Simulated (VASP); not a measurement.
# Cu (Fm-3m) in VASP: notebook, part 2 of 3

VASP 6.6.1.

### Step 3. Single point, PBE

File INCAR:

```
PREC = Accurate
ENCUT = 520
EDIFF = 1E-6
ISMEAR = 0
SIGMA = 0.1
LREAL = F
LASPH = T
NELM = 80
ALGO = Normal
ISIF = 2
LWAVE = F
LCHARG = T
GGA = PE
LELF = T
LVHAR = T
NBANDS = 12
```

File KPOINTS:

```
Automatic mesh
0
Gamma
  20 20 20
```

File POSCAR:

```
Cu
1.0
    0.0000000000      1.8148741280      1.8148741280
    1.8148741280      0.0000000000      1.8148741280
    1.8148741280      1.8148741280      0.0000000000
Cu
1
Direct
    0.0000000000      0.0000000000      0.0000000000
```

Potentials or basis: VASP PAW PBE potentials, release 64 (Cu).

The run is started by

```bash
$ cat potpaw_PBE.64/Cu/POTCAR > POTCAR
$ mpirun -np 1 vasp_std > vasp.out
```

OUTCAR:

```text
PREC = Accurate
   ENCUT = 520
   EDIFF = 1E-6
   ISMEAR = 0
   LREAL = F
   LASPH = T
   NELM = 80
   ISIF = 2
   GGA = PE

 ion  position               nearest neighbor table
   1  0.000  0.000  0.000-

  LATTYP: Found a face centered cubic cell.
 ALAT       =     3.6297482560

  Lattice vectors:

 A1 = (   0.0000000000,   1.8148741280,   1.8148741280)
 A2 = (   1.8148741280,   0.0000000000,   1.8148741280)
 A3 = (   1.8148741280,   1.8148741280,   0.0000000000)

Analysis of symmetry for initial positions (statically):
=====================================================================
 Subroutine PRICEL returns:
 Original cell was already a primitive cell.

 Routine SETGRP: Setting up the symmetry group for a
 face centered cubic supercell.

 Subroutine GETGRP returns: Found 48 space group operations
 (whereof 48 operations were pure point group operations)
 out of a pool of 48 trial point group operations.

The static configuration has the point symmetry O_h .

Analysis of symmetry for dynamics (positions and initial velocities):
=====================================================================
 Subroutine PRICEL returns:
 Original cell was already a primitive cell.

 Routine SETGRP: Setting up the symmetry group for a
 face centered cubic supercell.

 Subroutine GETGRP returns: Found 48 space group operations
 (whereof 48 operations were pure point group operations)
 out of a pool of 48 trial point group operations.

The dynamic configuration has the point symmetry O_h .

 Subroutine INISYM returns: Found 48 space group operations
 (whereof 48 operations are pure point group operations),
 and found     1 'primitive' translations

----------------------------------------------------------------------------------------

                                     Primitive cell

  volume of cell :      11.9555

  direct lattice vectors                    reciprocal lattice vectors
     0.000000000  1.814874128  1.814874128    -0.275501200  0.275501200  0.275501200
     1.814874128  0.000000000  1.814874128     0.275501200 -0.275501200  0.275501200
     1.814874128  1.814874128  0.000000000     0.275501200  0.275501200 -0.275501200

  length of vectors
     2.566619606  2.566619606  2.566619606     0.477182076  0.477182076  0.477182076

  position of ions in fractional coordinates (direct lattice)
     0.000000000  0.000000000  0.000000000

  ion indices of the primitive-cell ions
   primitive index   ion index
                 1           1

----------------------------------------------------------------------------------------

 KPOINTS: Automatic mesh

Automatic generation of k-mesh.
 Grid dimensions read from file:
 generate k-points for:   20   20   20

 Generating k-lattice:

  Cartesian coordinates                     Fractional coordinates (reciprocal lattice)
    -0.013775060  0.013775060  0.013775060     0.050000000  0.000000000  0.000000000
     0.013775060 -0.013775060  0.013775060     0.000000000  0.050000000  0.000000000
     0.013775060  0.013775060 -0.013775060     0.000000000  0.000000000  0.050000000

  Length of vectors
     0.023859104  0.023859104  0.023859104

  Shift w.r.t. Gamma in fractional coordinates (k-lattice)
     0.000000000  0.000000000  0.000000000

 Subroutine IBZKPT returns following result:
 ===========================================

 Found    256 irreducible k-points:

 Following reciprocal coordinates:
            Coordinates               Weight
  0.000000  0.000000  0.000000      1.000000
  0.050000  0.000000  0.000000      8.000000
  0.100000  0.000000  0.000000      8.000000
  0.150000  0.000000  0.000000      8.000000
  0.200000  0.000000  0.000000      8.000000
  0.250000  0.000000  0.000000      8.000000
[... 16 lines left out ...]
 -0.400000  0.050000  0.000000     24.000000
 -0.350000  0.050000  0.000000     24.000000
 [... further k-points ...]
   k-points           NKPTS =    256   k-points in BZ     NKDIM =    256   number of bands    NBANDS=     12
   number of dos      NEDOS =    301   number of ions     NIONS =      1
   total plane-waves  NPLWV =   8000
   dimension x,y,z NGX =    20 NGY =   20 NGZ =   20
   dimension x,y,z NGXF=    40 NGYF=   40 NGZF=   40
   ions per type =               1
   NGX,Y,Z   is equivalent  to a cutoff of  12.95, 12.95, 12.95 a.u.
   NGXF,Y,Z  is equivalent  to a cutoff of  25.91, 25.91, 25.91 a.u.
 SYSTEM =  unknown system
   PREC   = accura    normal or accurate (medium, high low for compatibility)
   ISTART =      0    job   : 0-new  1-cont  2-samecut
   ICHARG =      2    charge: 1-file 2-atom 10-const
   ISPIN  =      1    spin polarized calculation?
   LNONCOLLINEAR =      F non collinear calculations
   LSORBIT =      F    spin-orbit coupling
   LASPH  =      T    aspherical Exc in radial PAW
   ENCUT  =  520.0 eV  38.22 Ry    6.18 a.u.   4.77  4.77  4.77*2*pi/ulx,y,z
   NELM   =     80;   NELMIN=  2; NELMDL= -5     # of ELM steps
   EDIFF  = 0.1E-05   stopping-criterion for ELM
   LREAL  =      F    real-space projection
   EDIFFG = 0.1E-04   stopping-criterion for IOM
   NSW    =      0    number of steps for IOM
   IBRION =     -1    ionic relax: 0-MD 1-quasi-New 2-CG
   NFREE  =      0    steps in history (QN), initial steepest desc. (CG)
   ISIF   =      2    stress and relaxation
   ISYM   =      2    0-nonsym 1-usesym 2-fastsym
   POTIM  = 0.5000    time-step for ionic-motion
   TEBEG  =    0.0;   TEEND  =   0.0 temperature during run
   PSTRESS=    0.0 pullay stress
   NELECT =      11.0000    total number of electrons
   NUPDOWN=      -1.0000    fix difference up-down
   EMIN   =  10.00;   EMAX   =-10.00  energy-range for DOS
   EFERMI =   0.00;   METHOD = LEGACY
   ISMEAR =     0;   SIGMA  =   0.10  broadening in eV -4-tet -1-fermi 0-gaus
   EFERMI_NEDOS =   21; number of points for ismear=-14 and -15
   IALGO  =     38    algorithm
   IMIX   =      4    mixing-type and parameters
     AMIX     =   0.40;   BMIX     =  1.00
     AMIX_MAG =   1.60;   BMIX_MAG =  1.00
  volume/ion in A,a.u.               =      11.96        80.68
  Fermi-wavevector in a.u.,A,eV,Ry     =   1.592267  3.008948 34.495042  2.535314
  Thomas-Fermi vector in A             =   2.690679
   LORBIT       =      0    0 simple, 1 ext, 2 COOP (PROOUT), +10 PAW based schemes
   GGA     = PE    functional components
   LHFCALC =     F    Hartree Fock is set to
   AEXX    =    0.0000 exact exchange contribution
   IVDW    =     0    specifies the selected vdW correction
   LEPSILON=     F    determine dielectric tensor
   LRPA    =     F    only Hartree local field effects (RPA)
 non-spin polarized calculation
 Gauss-broadening in eV      SIGMA  =   0.10
  energy-cutoff  :      520.00
  volume of cell :       11.96
 maximum number of plane-waves:       332
   NGX =  9   NGY =  9   NGZ =  9

 number of electron      10.9999997 magnetization

 Free energy of the ion-electron system (eV)
  ---------------------------------------------------
  ext. energy  EPLUGINS =         0.00000000
  ---------------------------------------------------
  free energy    TOTEN  =        -3.72940231 eV

  energy without entropy =       -3.72806886  energy(sigma->0) =       -3.72873558

 E-fermi :   7.4086     XC(G=0): -12.6549

 val. band max:        7.3897496406   @ k =   0.5000   0.2500   0.1000
 cond. band min:       7.4555076472   @ k =   0.5000   0.3500   0.1500
 fundamental gap:      0.0657580066
 Fermi energy:         7.4085791351

 k-point     1 :       0.0000    0.0000    0.0000
  band No.  band energies     occupation
      1      -1.8234      2.00000
      2       4.4467      2.00000
      3       4.4467      2.00000
      4       4.4467      2.00000
      5       5.2533      2.00000
      6       5.2533      2.00000
      7      29.9313      0.00000
      8      32.4810      0.00000
      9      32.4810      0.00000
     10      32.4810      0.00000
     11      34.9639      0.00000
     12      34.9639      0.00000

 k-point     2 :       0.0500    0.0000    0.0000
  band No.  band energies     occupation
      1      -1.7330      2.00000
      2       4.4277      2.00000
      3       4.4639      2.00000
      4       4.4639      2.00000
      5       5.2465      2.00000
      6       5.2465      2.00000
      7      29.4239      0.00000
      8      31.2699      0.00000
      9      32.1757      0.00000
     10      32.1757      0.00000
     11      35.3991      0.00000
     12      35.3991      0.00000
[... 316 lines left out ...]
 k-point    24 :      -0.3500    0.0500    0.0000
  band No.  band energies     occupation
      1       1.9656      2.00000
      2       4.4728      2.00000
      3       4.5119      2.00000
      4       4.6479      2.00000
      5       5.5633      2.00000
      6       5.8419      2.00000
      7      14.6445      0.00000
      8      27.0882      0.00000
      9      29.4852      0.00000
     10      30.3949      0.00000
     11      32.7263      0.00000
     12      34.4474      0.00000

 [... further k-points ...]
[... 5 lines left out ...]
  --------------------------------------------------------------------------------------
  -------------------------------------------------------------------------------------
  Total        0.0430157      0.0430157      0.0430157      0.0000000     -0.0000000      0.0000000
  in kB        5.7645904      5.7645904      5.7645904      0.0000000     -0.0000000      0.0000000
  external PRESSURE =       5.7645904 kB  Pullay stress =       0.0000000 kB

 VOLUME and BASIS-vectors are now :
 -----------------------------------------------------------------------------
  energy-cutoff  :      520.00
  volume of cell :       11.96
      direct lattice vectors                 reciprocal lattice vectors
     0.000000000  1.814874128  1.814874128    -0.275501200  0.275501200  0.275501200
     1.814874128  0.000000000  1.814874128     0.275501200 -0.275501200  0.275501200
     1.814874128  1.814874128  0.000000000     0.275501200  0.275501200 -0.275501200

 POSITION                                       TOTAL-FORCE (eV/Angst)
 -----------------------------------------------------------------------------------
      0.00000      0.00000      0.00000         0.000000      0.000000      0.000000
 -----------------------------------------------------------------------------------
    total drift:                                0.000000      0.000000      0.000000

  FREE ENERGIE OF THE ION-ELECTRON SYSTEM (eV)
  ---------------------------------------------------
  free  energy   TOTEN  =        -3.7294023052 eV

  energy  without entropy=       -3.7280688615  energy(sigma->0) =       -3.72873558
```

OSZICAR:

```text
N       E                     dE             d eps       ncg     rms          rms(c)
DAV:   1     0.420399145319E+02    0.42040E+02   -0.54088E+03  6868   0.153E+03
DAV:   2    -0.336136600494E+01   -0.45401E+02   -0.42116E+02  6360   0.202E+02
DAV:   3    -0.461865356214E+01   -0.12573E+01   -0.12502E+01  7236   0.386E+01
DAV:   4    -0.462660849044E+01   -0.79549E-02   -0.79535E-02  6948   0.274E+00
DAV:   5    -0.462668549083E+01   -0.77000E-04   -0.77000E-04  7336   0.275E-01    0.765E+00
DAV:   6    -0.411786431387E+01    0.50882E+00   -0.14636E+01  7332   0.721E+01    0.398E+00
DAV:   7    -0.374151818982E+01    0.37635E+00   -0.23327E+00  7312   0.288E+01    0.569E-01
DAV:   8    -0.373103477842E+01    0.10483E-01   -0.45138E-03  7192   0.102E+00    0.306E-01
DAV:   9    -0.372940249477E+01    0.16323E-02   -0.10189E-02  7592   0.175E+00    0.310E-02
DAV:  10    -0.372940300761E+01   -0.51285E-06   -0.48423E-05  9192   0.117E-01    0.704E-03
DAV:  11    -0.372940230521E+01    0.70240E-06   -0.40444E-07  5252   0.102E-02
   1 F= -.37294023E+01 E0= -.37287356E+01  d E =-.133344E-02
```

Run time: 25 s. Hardware: 1 thread of Intel Xeon 6975P-C, shared host; peak memory 0.15 GiB.

Results:

```yaml
Free_energy: -3.7294 eV
Pressure: 0.6 GPa
```

Levels at points of the mesh, in eV from the Fermi level:
```
           k point  band 4  band 5  band 6  band 7  band 8  band 9
(0.00, 0.00, 0.00)   -2.96   -2.16   -2.16   22.52   25.07   25.07
(0.50, 0.00, 0.00)   -1.60   -1.60   -0.94    3.72   21.02   21.91
(0.50, 0.50, 0.00)   -1.46   -1.46    1.53    7.06   13.01   13.01
```

(Part 2 of 3 ends here.)
